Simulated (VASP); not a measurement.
# PbF2 (Fm-3m) in VASP: notebook

The runs below take PbF2 through single point, relaxation of cell and atoms, with PBE, r2SCAN, PBEsol.

Everything below comes from runs of VASP 6.6.1. Logs are shortened: lines on timing, memory, paths and dates and some standing lists are left out, and cuts for length are marked.

### 1 The cell of the first run

The structure is cubic, space group Fm-3m (No. 225). The conventional cell has a = 6.001 Å, b = 6.001 Å, c = 6.001 Å, α = 90.00°, β = 90.00°, γ = 90.00°. Pb (site symmetry m-3m) has 8 F at 2.60 Å within 3.4 Å. Within 3.4 Å of F (site symmetry -43m) lie 4 Pb at 2.60 Å and 6 F at 3.00 Å.

### 2 Single point, PBE

The input, INCAR:

```
ALGO = Normal
EDIFF = 1E-6
ENCUT = 520
GGA = PE
ISIF = 2
ISMEAR = -1
LASPH = True
LCHARG = True
LELF = True
LREAL = False
LVHAR = True
LWAVE = False
NBANDS = 21
NELM = 60
PREC = Accurate
SIGMA = 0.02
```

The input, KPOINTS:

```
k-points
0
Gamma
  8 8 8
```

The input, POSCAR:

```
PbF2
1.0
    0.0000000000      3.0003293711      3.0003293711
    3.0003293711      0.0000000000      3.0003293711
    3.0003293711      3.0003293711      0.0000000000
Pb F
1 2
Direct
    0.0000000000      0.0000000000      0.0000000000
    0.2500000000      0.2500000000      0.2500000000
    0.7500000000      0.7500000000      0.7500000000
```

Potentials or basis: VASP PAW PBE potentials, release 64 (Pb_d, F).

Launch:

```sh
$ cat potpaw_PBE.64/Pb_d/POTCAR potpaw_PBE.64/F/POTCAR > POTCAR
$ mpirun -np 1 vasp_std > vasp.out
```

OUTCAR:

```text
EDIFF = 1E-6
   ENCUT = 520
   GGA = PE
   ISIF = 2
   ISMEAR = -1
   LASPH = True
   LREAL = False
   NELM = 60
   PREC = Accurate

 ion  position               nearest neighbor table
   1  0.000  0.000  0.000-   2 2.60   3 2.60   3 2.60   3 2.60   3 2.60   2 2.60   2 2.60   2 2.60

   2  0.250  0.250  0.250-   1 2.60   1 2.60   1 2.60   1 2.60
   3  0.750  0.750  0.750-   1 2.60   1 2.60   1 2.60   1 2.60

  LATTYP: Found a face centered cubic cell.
 ALAT       =     6.0006587422

  Lattice vectors:

 A1 = (   0.0000000000,   3.0003293711,   3.0003293711)
 A2 = (   3.0003293711,   0.0000000000,   3.0003293711)
 A3 = (   3.0003293711,   3.0003293711,   0.0000000000)

Analysis of symmetry for initial positions (statically):
=====================================================================
 Subroutine PRICEL returns:
 Original cell was already a primitive cell.

 Routine SETGRP: Setting up the symmetry group for a
 face centered cubic supercell.

 Subroutine GETGRP returns: Found 48 space group operations
 (whereof 48 operations were pure point group operations)
 out of a pool of 48 trial point group operations.

The static configuration has the point symmetry O_h .

Analysis of symmetry for dynamics (positions and initial velocities):
=====================================================================
 Subroutine PRICEL returns:
 Original cell was already a primitive cell.

 Routine SETGRP: Setting up the symmetry group for a
 face centered cubic supercell.

 Subroutine GETGRP returns: Found 48 space group operations
 (whereof 48 operations were pure point group operations)
 out of a pool of 48 trial point group operations.

The dynamic configuration has the point symmetry O_h .

 Subroutine INISYM returns: Found 48 space group operations
 (whereof 48 operations are pure point group operations),
 and found     1 'primitive' translations

----------------------------------------------------------------------------------------

                                     Primitive cell

  volume of cell :      54.0178

  direct lattice vectors                    reciprocal lattice vectors
     0.000000000  3.000329371  3.000329371    -0.166648370  0.166648370  0.166648370
     3.000329371  0.000000000  3.000329371     0.166648370 -0.166648370  0.166648370
     3.000329371  3.000329371  0.000000000     0.166648370  0.166648370 -0.166648370

  length of vectors
     4.243106488  4.243106488  4.243106488     0.288643444  0.288643444  0.288643444

  position of ions in fractional coordinates (direct lattice)
     0.000000000  0.000000000  0.000000000
     0.250000000  0.250000000  0.250000000
     0.750000000  0.750000000  0.750000000

  ion indices of the primitive-cell ions
   primitive index   ion index
                 1           1
                 2           2
                 3           3

----------------------------------------------------------------------------------------

 KPOINTS: k-points

Automatic generation of k-mesh.
 Grid dimensions read from file:
 generate k-points for:    8    8    8

 Generating k-lattice:

  Cartesian coordinates                     Fractional coordinates (reciprocal lattice)
    -0.020831046  0.020831046  0.020831046     0.125000000  0.000000000  0.000000000
     0.020831046 -0.020831046  0.020831046     0.000000000  0.125000000  0.000000000
     0.020831046  0.020831046 -0.020831046     0.000000000  0.000000000  0.125000000

  Length of vectors
     0.036080431  0.036080431  0.036080431

  Shift w.r.t. Gamma in fractional coordinates (k-lattice)
     0.000000000  0.000000000  0.000000000

 Subroutine IBZKPT returns following result:
 ===========================================

 Found     29 irreducible k-points:

 Following reciprocal coordinates:
            Coordinates               Weight
  0.000000  0.000000  0.000000      1.000000
  0.125000  0.000000  0.000000      8.000000
  0.250000  0.000000  0.000000      8.000000
  0.375000  0.000000  0.000000      8.000000
  0.500000  0.000000  0.000000      4.000000
  0.125000  0.125000  0.000000      6.000000
[... 16 lines left out ...]
  0.500000  0.250000  0.125000     48.000000
 -0.375000  0.250000  0.125000     24.000000
 [... further k-points ...]
   k-points           NKPTS =     29   k-points in BZ     NKDIM =     29   number of bands    NBANDS=     21
   number of dos      NEDOS =    301   number of ions     NIONS =      3
   total plane-waves  NPLWV =  32768
   dimension x,y,z NGX =    32 NGY =   32 NGZ =   32
   dimension x,y,z NGXF=    64 NGYF=   64 NGZF=   64
   ions per type =               1   2
   NGX,Y,Z   is equivalent  to a cutoff of  12.54, 12.54, 12.54 a.u.
   NGXF,Y,Z  is equivalent  to a cutoff of  25.08, 25.08, 25.08 a.u.
 SYSTEM =  unknown system
   PREC   = accura    normal or accurate (medium, high low for compatibility)
   ISTART =      0    job   : 0-new  1-cont  2-samecut
   ICHARG =      2    charge: 1-file 2-atom 10-const
   ISPIN  =      1    spin polarized calculation?
   LNONCOLLINEAR =      F non collinear calculations
   LSORBIT =      F    spin-orbit coupling
   LASPH  =      T    aspherical Exc in radial PAW
   ENCUT  =  520.0 eV  38.22 Ry    6.18 a.u.   7.89  7.89  7.89*2*pi/ulx,y,z
   NELM   =     60;   NELMIN=  2; NELMDL= -5     # of ELM steps
   EDIFF  = 0.1E-05   stopping-criterion for ELM
   LREAL  =      F    real-space projection
   EDIFFG = 0.1E-04   stopping-criterion for IOM
   NSW    =      0    number of steps for IOM
   IBRION =     -1    ionic relax: 0-MD 1-quasi-New 2-CG
   NFREE  =      0    steps in history (QN), initial steepest desc. (CG)
   ISIF   =      2    stress and relaxation
   ISYM   =      2    0-nonsym 1-usesym 2-fastsym
   POTIM  = 0.5000    time-step for ionic-motion
   TEBEG  =    0.0;   TEEND  =   0.0 temperature during run
   PSTRESS=    0.0 pullay stress
   NELECT =      28.0000    total number of electrons
   NUPDOWN=      -1.0000    fix difference up-down
   EMIN   =  10.00;   EMAX   =-10.00  energy-range for DOS
   EFERMI =   0.00;   METHOD = LEGACY
   ISMEAR =    -1;   SIGMA  =   0.02  broadening in eV -4-tet -1-fermi 0-gaus
   EFERMI_NEDOS =   21; number of points for ismear=-14 and -15
   IALGO  =     38    algorithm
   IMIX   =      4    mixing-type and parameters
     AMIX     =   0.40;   BMIX     =  1.00
     AMIX_MAG =   1.60;   BMIX_MAG =  1.00
  volume/ion in A,a.u.               =      18.01       121.51
  Fermi-wavevector in a.u.,A,eV,Ry     =   1.315069  2.485120 23.530007  1.729407
  Thomas-Fermi vector in A             =   2.445278
   LORBIT       =      0    0 simple, 1 ext, 2 COOP (PROOUT), +10 PAW based schemes
   GGA     = PE    functional components
   LHFCALC =     F    Hartree Fock is set to
   AEXX    =    0.0000 exact exchange contribution
   IVDW    =     0    specifies the selected vdW correction
   LEPSILON=     F    determine dielectric tensor
   LRPA    =     F    only Hartree local field effects (RPA)
 non-spin polarized calculation
  energy-cutoff  :      520.00
  volume of cell :       54.02
 maximum number of plane-waves:      1475
   NGX = 15   NGY = 15   NGZ = 15

 number of electron      28.0000030 magnetization

 Free energy of the ion-electron system (eV)
  ---------------------------------------------------
  ext. energy  EPLUGINS =         0.00000000
  ---------------------------------------------------
  free energy    TOTEN  =       -14.35096748 eV

  energy without entropy =      -14.35096748  energy(sigma->0) =      -14.35096748

 E-fermi :   1.9139     XC(G=0):  -9.2237

 val. band max:        1.4453956714   @ k =  -0.2500   0.5000   0.2500
 cond. band min:       5.8639583022   @ k =   0.5000   0.5000   0.0000
 fundamental gap:      4.4185626308
 Fermi energy:         1.9138503666

 k-point     1 :       0.0000    0.0000    0.0000
  band No.  band energies     occupation
      1     -19.3587      2.00000
      2     -18.8011      2.00000
      3     -12.9560      2.00000
      4     -12.9560      2.00000
      5     -12.9560      2.00000
      6     -12.9140      2.00000
[... 13 lines left out ...]
     20      16.5142      0.00000
     21      18.7031      0.00000

 k-point     2 :       0.1250    0.0000    0.0000
  band No.  band energies     occupation
      1     -19.3319      2.00000
      2     -18.8249      2.00000
      3     -12.9507      2.00000
      4     -12.9507      2.00000
      5     -12.9286      2.00000
      6     -12.9137      2.00000
[... 13 lines left out ...]
     20      16.0939      0.00000
     21      18.1818      0.00000

 k-point     3 :       0.2500    0.0000    0.0000
  band No.  band energies     occupation
      1     -19.2606      2.00000
      2     -18.8886      2.00000
      3     -12.9436      2.00000
      4     -12.9436      2.00000
      5     -12.9078      2.00000
      6     -12.9078      2.00000
[... 13 lines left out ...]
     20      15.5320      0.00000
     21      16.9621      0.00000

 k-point     4 :       0.3750    0.0000    0.0000
  band No.  band energies     occupation
      1     -19.1692      2.00000
      2     -18.9703      2.00000
      3     -12.9438      2.00000
      4     -12.9438      2.00000
      5     -12.8944      2.00000
      6     -12.8944      2.00000
[... 13 lines left out ...]
     20      15.2142      0.00000
     21      15.9106      0.00000

 k-point     5 :       0.5000    0.0000    0.0000
  band No.  band energies     occupation
      1     -19.0996      2.00000
      2     -19.0357      2.00000
      3     -12.9451      2.00000
      4     -12.9451      2.00000
      5     -12.8876      2.00000
      6     -12.8876      2.00000
[... 13 lines left out ...]
     20      15.1235      0.00000
     21      15.4797      0.00000
[... 382 lines left out ...]
     20      18.1443      0.00000
     21      18.6406      0.00000

 k-point    22 :       0.3750    0.2500    0.1250
  band No.  band energies     occupation
      1     -19.2108      2.00000
      2     -18.9303      2.00000
      3     -12.9299      2.00000
      4     -12.9227      2.00000
      5     -12.9170      2.00000
      6     -12.8908      2.00000
[... 13 lines left out ...]
     20      16.5503      0.00000
     21      17.3963      0.00000

 k-point    23 :       0.5000    0.2500    0.1250
  band No.  band energies     occupation
      1     -19.1381      2.00000
      2     -18.9937      2.00000
      3     -12.9305      2.00000
      4     -12.9217      2.00000
      5     -12.9003      2.00000
      6     -12.8705      2.00000
[... 13 lines left out ...]
     20      17.0969      0.00000
     21      17.6793      0.00000

 k-point    24 :      -0.3750    0.2500    0.1250
  band No.  band energies     occupation
      1     -19.0796      2.00000
      2     -19.0476      2.00000
      3     -12.9306      2.00000
      4     -12.9234      2.00000
      5     -12.8903      2.00000
      6     -12.8624      2.00000
[... 13 lines left out ...]
     20      17.2863      0.00000
     21      17.8292      0.00000

 [... further k-points ...]
[... 5 lines left out ...]
  --------------------------------------------------------------------------------------
  -------------------------------------------------------------------------------------
  Total       -0.0683070     -0.0683070     -0.0683070      0.0000000      0.0000000     -0.0000000
  in kB       -2.0259983     -2.0259983     -2.0259983      0.0000000      0.0000000     -0.0000000
  external PRESSURE =      -2.0259983 kB  Pullay stress =       0.0000000 kB

 VOLUME and BASIS-vectors are now :
 -----------------------------------------------------------------------------
  energy-cutoff  :      520.00
  volume of cell :       54.02
      direct lattice vectors                 reciprocal lattice vectors
     0.000000000  3.000329371  3.000329371    -0.166648370  0.166648370  0.166648370
     3.000329371  0.000000000  3.000329371     0.166648370 -0.166648370  0.166648370
     3.000329371  3.000329371  0.000000000     0.166648370  0.166648370 -0.166648370

 POSITION                                       TOTAL-FORCE (eV/Angst)
 -----------------------------------------------------------------------------------
      0.00000      0.00000      0.00000        -0.000000     -0.000000     -0.000000
      1.50016      1.50016      1.50016        -0.000000     -0.000000     -0.000000
      4.50049      4.50049      4.50049         0.000000      0.000000      0.000000
 -----------------------------------------------------------------------------------
    total drift:                                0.000000     -0.000000      0.000000

  FREE ENERGIE OF THE ION-ELECTRON SYSTEM (eV)
  ---------------------------------------------------
  free  energy   TOTEN  =       -14.3509674835 eV

  energy  without entropy=      -14.3509674835  energy(sigma->0) =      -14.35096748
```

Wall time 13 s (1 thread of AMD EPYC 9R45 (Zen 5), shared host); peak memory 0.15 GiB.

What came out:

* Free energy: -14.3510 eV
* Pressure: -0.2 GPa
* Band gap on the k mesh: 4.42 eV, indirect (least direct gap 4.56 eV)

Levels at points of the mesh, in eV from the valence-band top:
| k point | band 11 | band 12 | band 13 | band 14 | band 15 | band 16 | band 17 | band 18 |
| --- | --- | --- | --- | --- | --- | --- | --- | --- |
| (0.00, 0.00, 0.00) | -2.24 | -1.75 | -1.75 | -1.75 | 6.73 | 6.73 | 6.73 | 10.54 |
| (0.50, 0.00, 0.00) | -2.42 | -1.92 | -1.92 | -0.01 | 5.03 | 7.55 | 7.55 | 13.16 |
| (0.50, 0.50, 0.00) | -1.36 | -1.36 | -1.35 | -0.14 | 4.42 | 7.76 | 7.76 | 9.04 |

Caveat: spin-orbit coupling is left out, which moves the levels of the heavy elements. As with any semilocal functional, this PBE gap is likely too small.

### 3 Single point, r2SCAN

This run uses another cell than the first one, of 17.30 Å³/atom, 0.961 times its volume.

The input, POSCAR:

```
PbF2
1.0
    0.0000000000      2.9604381116      2.9604381116
    2.9604381116      0.0000000000      2.9604381116
    2.9604381116      2.9604381116      0.0000000000
Pb F
1 2
Direct
    0.0000000000      0.0000000000      0.0000000000
    0.2500000000      0.2500000000      0.2500000000
    0.7500000000      0.7500000000      0.7500000000
```

The input, INCAR.step1:

```
SYSTEM = PbF2
PREC = Accurate
ENCUT = 520
ISMEAR = 0
SIGMA = 0.01
LREAL = .FALSE.
LASPH = .TRUE.
NELM = 100
NBANDS = 21
GGA = PE
ALGO = Normal
EDIFF = 1E-4
LWAVE = .TRUE.
LCHARG = .FALSE.
```

The input, INCAR.step2:

```
SYSTEM = PbF2
PREC = Accurate
ENCUT = 520
EDIFF = 1E-6
ISMEAR = 0
SIGMA = 0.01
LREAL = .FALSE.
LASPH = .TRUE.
NELM = 100
ALGO = Normal
ISIF = 2
LWAVE = .FALSE.
LCHARG = .TRUE.
METAGGA = R2SCAN
LMIXTAU = .TRUE.
LELF = .TRUE.
LVHAR = .TRUE.
NBANDS = 21
ISTART = 1
```

The input, KPOINTS:

```
Automatic mesh
0
G
  8 8 8
  0 0 0
```

Potentials or basis: VASP PAW PBE potentials, release 64 (Pb_d, F).

Launch:

```sh
$ cat potpaw_PBE.64/Pb_d/POTCAR potpaw_PBE.64/F/POTCAR > POTCAR
$ cp INCAR.step1 INCAR
$ mpirun -np 1 vasp_std > vasp.out
$ cp INCAR.step2 INCAR
$ mpirun -np 1 vasp_std > vasp.out
```

It took 55 s on 1 thread of AMD EPYC 9R45 (Zen 5), shared host; peak memory 0.16 GiB.

The run converged. Its results:

```
Free energy            : -70.1618 eV
Pressure               : -0.1 GPa
Band gap on the k mesh : 4.93 eV, indirect (least direct gap 5.08 eV)
```

Levels at points of the mesh, in eV from the valence-band top:
```
           k point  band 11  band 12  band 13  band 14  band 15  band 16  band 17  band 18
(0.00, 0.00, 0.00)    -2.67    -2.16    -2.16    -2.16     7.30     7.30     7.30    10.69
(0.50, 0.00, 0.00)    -2.85    -2.34    -2.34    -0.06     5.38     8.25     8.25    13.45
(0.50, 0.50, 0.00)    -1.75    -1.75    -1.75    -0.14     4.93     8.46     8.46     9.07
```

Caveat: the PAW data sets were made with another functional, which shifts forces and pressure a little; spin-orbit coupling is left out, which moves the levels of the heavy elements. r2SCAN opens gaps a little over a GGA but as a rule still falls short of measured ones.

(Part 1 of 2 ends here.)
